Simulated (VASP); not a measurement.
# Zr (Fm-3m) in VASP: further runs

The runs below take Zr through single point, with RPBE.

Everything below comes from runs of VASP 6.6.1. Logs are shortened: lines on timing, memory, paths and dates and some standing lists are left out, and cuts for length are marked.

### 1 The cell of the first run

It takes space group Fm-3m (No. 225, cubic). Conventional cell: a = 4.506 Å, b = 4.506 Å, c = 4.506 Å, α = 90.00°, β = 90.00°, γ = 90.00°. Within 4.2 Å of Zr (site symmetry m-3m) lie 12 Zr at 3.19 Å.

### 2 Single point, RPBE (volume scaled by 0.96)

Contents of INCAR:

```
SYSTEM = Zr
  PREC = Accurate
  ENCUT = 520
  EDIFF = 1E-6
  ISMEAR = -1
  SIGMA = 0.1
  LREAL = .False.
  LASPH = .True.
  NELM = 100
  ALGO = Normal
  ISIF = 2
  LWAVE = .False.
  LCHARG = .True.
  GGA = RP
  LELF = .True.
  LVHAR = .True.
  NBANDS = 12
```

Contents of KPOINTS:

```
Automatic mesh
0
Gamma
  13 13 13
  0 0 0
```

Contents of POSCAR:

```
Zr
1.0
    0.0000000000      2.2527763630      2.2527763630
    2.2527763630      0.0000000000      2.2527763630
    2.2527763630      2.2527763630      0.0000000000
Zr
1
Direct
    0.0000000000      0.0000000000      0.0000000000
```

Potentials or basis: VASP PAW PBE potentials, release 64 (Zr_sv).

Run with:

```
$ cat potpaw_PBE.64/Zr_sv/POTCAR > POTCAR
$ mpirun -np 1 vasp_std > vasp.out
```

OUTCAR:

```text
SYSTEM = Zr
   PREC = Accurate
   ENCUT = 520
   EDIFF = 1E-6
   ISMEAR = -1
   LREAL = .False.
   LASPH = .True.
   NELM = 100
   ISIF = 2
   GGA = RP

 ion  position               nearest neighbor table
   1  0.000  0.000  0.000-

  LATTYP: Found a face centered cubic cell.
 ALAT       =     4.5055527260

  Lattice vectors:

 A1 = (   0.0000000000,   2.2527763630,   2.2527763630)
 A2 = (   2.2527763630,   0.0000000000,   2.2527763630)
 A3 = (   2.2527763630,   2.2527763630,   0.0000000000)

Analysis of symmetry for initial positions (statically):
=====================================================================
 Subroutine PRICEL returns:
 Original cell was already a primitive cell.

 Routine SETGRP: Setting up the symmetry group for a
 face centered cubic supercell.

 Subroutine GETGRP returns: Found 48 space group operations
 (whereof 48 operations were pure point group operations)
 out of a pool of 48 trial point group operations.

The static configuration has the point symmetry O_h .

Analysis of symmetry for dynamics (positions and initial velocities):
=====================================================================
 Subroutine PRICEL returns:
 Original cell was already a primitive cell.

 Routine SETGRP: Setting up the symmetry group for a
 face centered cubic supercell.

 Subroutine GETGRP returns: Found 48 space group operations
 (whereof 48 operations were pure point group operations)
 out of a pool of 48 trial point group operations.

The dynamic configuration has the point symmetry O_h .

 Subroutine INISYM returns: Found 48 space group operations
 (whereof 48 operations are pure point group operations),
 and found     1 'primitive' translations

----------------------------------------------------------------------------------------

                                     Primitive cell

  volume of cell :      22.8657

  direct lattice vectors                    reciprocal lattice vectors
     0.000000000  2.252776363  2.252776363    -0.221948351  0.221948351  0.221948351
     2.252776363  0.000000000  2.252776363     0.221948351 -0.221948351  0.221948351
     2.252776363  2.252776363  0.000000000     0.221948351  0.221948351 -0.221948351

  length of vectors
     3.185906886  3.185906886  3.185906886     0.384425821  0.384425821  0.384425821

  position of ions in fractional coordinates (direct lattice)
     0.000000000  0.000000000  0.000000000

  ion indices of the primitive-cell ions
   primitive index   ion index
                 1           1

----------------------------------------------------------------------------------------

 KPOINTS: Automatic mesh

Automatic generation of k-mesh.
 Grid dimensions read from file:
 generate k-points for:   13   13   13

 Generating k-lattice:

  Cartesian coordinates                     Fractional coordinates (reciprocal lattice)
    -0.017072950  0.017072950  0.017072950     0.076923077  0.000000000  0.000000000
     0.017072950 -0.017072950  0.017072950     0.000000000  0.076923077  0.000000000
     0.017072950  0.017072950 -0.017072950     0.000000000  0.000000000  0.076923077

  Length of vectors
     0.029571217  0.029571217  0.029571217

  Shift w.r.t. Gamma in fractional coordinates (k-lattice)
     0.000000000  0.000000000  0.000000000

 Subroutine IBZKPT returns following result:
 ===========================================

 Found     84 irreducible k-points:

 Following reciprocal coordinates:
            Coordinates               Weight
  0.000000  0.000000  0.000000      1.000000
  0.076923  0.000000  0.000000      8.000000
  0.153846  0.000000  0.000000      8.000000
  0.230769  0.000000  0.000000      8.000000
  0.307692  0.000000  0.000000      8.000000
  0.384615  0.000000  0.000000      8.000000
[... 16 lines left out ...]
  0.384615  0.153846  0.000000     24.000000
  0.461538  0.153846  0.000000     24.000000
 [... further k-points ...]
   k-points           NKPTS =     84   k-points in BZ     NKDIM =     84   number of bands    NBANDS=     12
   number of dos      NEDOS =    301   number of ions     NIONS =      1
   total plane-waves  NPLWV =  13824
   dimension x,y,z NGX =    24 NGY =   24 NGZ =   24
   dimension x,y,z NGXF=    48 NGYF=   48 NGZF=   48
   ions per type =               1
   NGX,Y,Z   is equivalent  to a cutoff of  12.52, 12.52, 12.52 a.u.
   NGXF,Y,Z  is equivalent  to a cutoff of  25.05, 25.05, 25.05 a.u.
 SYSTEM =  Zr
   PREC   = accura    normal or accurate (medium, high low for compatibility)
   ISTART =      0    job   : 0-new  1-cont  2-samecut
   ICHARG =      2    charge: 1-file 2-atom 10-const
   ISPIN  =      1    spin polarized calculation?
   LNONCOLLINEAR =      F non collinear calculations
   LSORBIT =      F    spin-orbit coupling
   LASPH  =      T    aspherical Exc in radial PAW
   ENCUT  =  520.0 eV  38.22 Ry    6.18 a.u.   5.92  5.92  5.92*2*pi/ulx,y,z
   NELM   =    100;   NELMIN=  2; NELMDL= -5     # of ELM steps
   EDIFF  = 0.1E-05   stopping-criterion for ELM
   LREAL  =      F    real-space projection
   EDIFFG = 0.1E-04   stopping-criterion for IOM
   NSW    =      0    number of steps for IOM
   IBRION =     -1    ionic relax: 0-MD 1-quasi-New 2-CG
   NFREE  =      0    steps in history (QN), initial steepest desc. (CG)
   ISIF   =      2    stress and relaxation
   ISYM   =      2    0-nonsym 1-usesym 2-fastsym
   POTIM  = 0.5000    time-step for ionic-motion
   TEBEG  =    0.0;   TEEND  =   0.0 temperature during run
   PSTRESS=    0.0 pullay stress
   NELECT =      12.0000    total number of electrons
   NUPDOWN=      -1.0000    fix difference up-down
   EMIN   =  10.00;   EMAX   =-10.00  energy-range for DOS
   EFERMI =   0.00;   METHOD = LEGACY
   ISMEAR =    -1;   SIGMA  =   0.10  broadening in eV -4-tet -1-fermi 0-gaus
   EFERMI_NEDOS =   21; number of points for ismear=-14 and -15
   IALGO  =     38    algorithm
   IMIX   =      4    mixing-type and parameters
     AMIX     =   0.40;   BMIX     =  1.00
     AMIX_MAG =   1.60;   BMIX_MAG =  1.00
  volume/ion in A,a.u.               =      22.87       154.31
  Fermi-wavevector in a.u.,A,eV,Ry     =   1.320506  2.495395 23.724983  1.743737
  Thomas-Fermi vector in A             =   2.450328
   LORBIT       =      0    0 simple, 1 ext, 2 COOP (PROOUT), +10 PAW based schemes
   GGA     = RP    functional components
   LHFCALC =     F    Hartree Fock is set to
   AEXX    =    0.0000 exact exchange contribution
   IVDW    =     0    specifies the selected vdW correction
   LEPSILON=     F    determine dielectric tensor
   LRPA    =     F    only Hartree local field effects (RPA)
 non-spin polarized calculation
  energy-cutoff  :      520.00
  volume of cell :       22.87
 maximum number of plane-waves:       628
   NGX = 11   NGY = 11   NGZ = 11

 number of electron      12.0000000 magnetization

 Free energy of the ion-electron system (eV)
  ---------------------------------------------------
  ext. energy  EPLUGINS =         0.00000000
  ---------------------------------------------------
  free energy    TOTEN  =        -8.06716881 eV

  energy without entropy =       -8.01673931  energy(sigma->0) =       -8.04195406

 E-fermi :   9.1709     XC(G=0): -11.0909

 val. band max:        9.1641993979   @ k =   0.2308   0.1538   0.0769
 cond. band min:       9.1868603585   @ k =  -0.3077   0.0769   0.0000
 fundamental gap:      0.0226609605
 Fermi energy:         9.1709404391

 k-point     1 :       0.0000    0.0000    0.0000
  band No.  band energies     occupation
      1     -39.5262      2.00000
      2     -17.0191      2.00000
      3     -17.0191      2.00000
      4     -17.0191      2.00000
      5       3.5991      2.00000
      6      10.1670      0.00009
      7      10.1670      0.00009
      8      10.1670      0.00009
      9      12.6387      0.00000
     10      12.6387      0.00000
     11      19.6788      0.00000
     12      23.9480      0.00000

 k-point     2 :       0.0769    0.0000    0.0000
  band No.  band energies     occupation
      1     -39.5177      2.00000
      2     -17.0809      2.00000
      3     -17.0267      2.00000
      4     -17.0267      2.00000
      5       3.7925      2.00000
      6       9.9888      0.00056
      7      10.2569      0.00004
      8      10.2569      0.00004
      9      12.5487      0.00000
     10      12.5487      0.00000
     11      20.0927      0.00000
     12      23.1456      0.00000

 k-point     3 :       0.1538    0.0000    0.0000
  band No.  band energies     occupation
      1     -39.4941      2.00000
      2     -17.2496      2.00000
      3     -17.0477      2.00000
      4     -17.0477      2.00000
      5       4.3315      2.00000
      6       9.5845      0.03148
      7      10.4525      0.00001
      8      10.4525      0.00001
      9      12.4063      0.00000
     10      12.4063      0.00000
     11      20.9613      0.00000
     12      22.0456      0.00000
[... 286 lines left out ...]
 k-point    23 :       0.3846    0.1538    0.0000
  band No.  band energies     occupation
      1     -39.3952      2.00000
      2     -17.7716      2.00000
      3     -17.2145      2.00000
      4     -17.1944      2.00000
      5       6.4533      2.00000
      6       8.6200      1.99193
      7       9.7110      0.00899
      8      10.9411      0.00000
      9      13.3660      0.00000
     10      14.1466      0.00000
     11      20.2006      0.00000
     12      22.3568      0.00000

 k-point    24 :       0.4615    0.1538    0.0000
  band No.  band energies     occupation
      1     -39.3718      2.00000
      2     -17.9037      2.00000
      3     -17.2635      2.00000
      4     -17.2024      2.00000
      5       6.7293      2.00000
      6       8.8255      1.93870
      7       9.7194      0.00827
      8      10.7276      0.00000
      9      14.5137      0.00000
     10      14.5205      0.00000
     11      19.0469      0.00000
     12      21.3170      0.00000

 [... further k-points ...]

------------------------ aborting loop because EDIFF is reached ----------------------------------------

  FORCE on cell =-STRESS in cart. coord.  units (eV):
  Direction    XX          YY          ZZ          XY          YZ          ZX
  --------------------------------------------------------------------------------------
  -------------------------------------------------------------------------------------
  Total        0.5480440      0.5480440      0.5480440     -0.0000000     -0.0000000      0.0000000
  in kB       38.4009349     38.4009349     38.4009349     -0.0000000     -0.0000000      0.0000000
  external PRESSURE =      38.4009349 kB  Pullay stress =       0.0000000 kB

 VOLUME and BASIS-vectors are now :
 -----------------------------------------------------------------------------
  energy-cutoff  :      520.00
  volume of cell :       22.87
      direct lattice vectors                 reciprocal lattice vectors
     0.000000000  2.252776363  2.252776363    -0.221948351  0.221948351  0.221948351
     2.252776363  0.000000000  2.252776363     0.221948351 -0.221948351  0.221948351
     2.252776363  2.252776363  0.000000000     0.221948351  0.221948351 -0.221948351

 POSITION                                       TOTAL-FORCE (eV/Angst)
 -----------------------------------------------------------------------------------
      0.00000      0.00000      0.00000         0.000000     -0.000000     -0.000000
 -----------------------------------------------------------------------------------
    total drift:                                0.000000      0.000000     -0.000000

  FREE ENERGIE OF THE ION-ELECTRON SYSTEM (eV)
  ---------------------------------------------------
  free  energy   TOTEN  =        -8.0671688063 eV

  energy  without entropy=       -8.0167393099  energy(sigma->0) =       -8.04195406
```

Wall time 13 s (1 thread of Intel Xeon 6975P-C (Granite Rapids), shared host); peak memory 0.15 GiB.

Results:

```
Free energy            : -8.0672 eV
Pressure               : 3.8 GPa
Band gap on the k mesh : zero (band 6 reaches 10.17 eV, above the bottom of band 7 at 8.60 eV)
```

Caveat: the cell differs from its parent crystal (volume scaled by 0.96); the PAW data sets were made with another functional, which shifts forces and pressure a little.

### 3 Single point, RPBE

This run uses another cell than the first one, of 23.82 Å³/atom, 1.042 times its volume.

Contents of INCAR:

```
SYSTEM = Zr
PREC = Accurate ; ENCUT = 520
EDIFF = 1E-7 ; ISMEAR = -1
SIGMA = 0.1 ; LREAL = .False.
LASPH = .True. ; NELM = 60
ALGO = Normal ; ISIF = 2
LWAVE = .False. ; LCHARG = .False.
GGA = RP ; NBANDS = 12
```

Contents of KPOINTS:

```
regular mesh
0
Gamma
  13 13 13
  0 0 0
```

Contents of POSCAR:

```
Zr
1.0
    0.0000000000      2.2836401485      2.2836401485
    2.2836401485      0.0000000000      2.2836401485
    2.2836401485      2.2836401485      0.0000000000
Zr
1
Direct
    0.0000000000      0.0000000000      0.0000000000
```

Potentials or basis: VASP PAW PBE potentials, release 64 (Zr_sv).

Run with:

```
$ cat potpaw_PBE.64/Zr_sv/POTCAR > POTCAR
$ mpirun -np 1 vasp_std > vasp.out
```

It took 13 s on 1 thread of Intel Xeon 6975P-C (Granite Rapids), shared host; peak memory 0.14 GiB.

The run converged. Its results:

| Quantity | Value |
| --- | --- |
| Free energy | -8.0791 eV |
| Pressure | 0.1 GPa |
| Band gap on the k mesh | zero (band 6 reaches 9.70 eV, above the bottom of band 7 at 8.17 eV) |

Levels at points of the mesh, in eV from the Fermi level:
| k point | band 3 | band 4 | band 5 | band 6 | band 7 | band 8 | band 9 | band 10 |
| --- | --- | --- | --- | --- | --- | --- | --- | --- |
| (0.00, 0.00, 0.00) | -26.33 | -26.33 | -5.50 | 0.99 | 0.99 | 0.99 | 3.33 | 3.33 |

Caveat: the PAW data sets were made with another functional, which shifts forces and pressure a little.

[end of part 1 of 2]
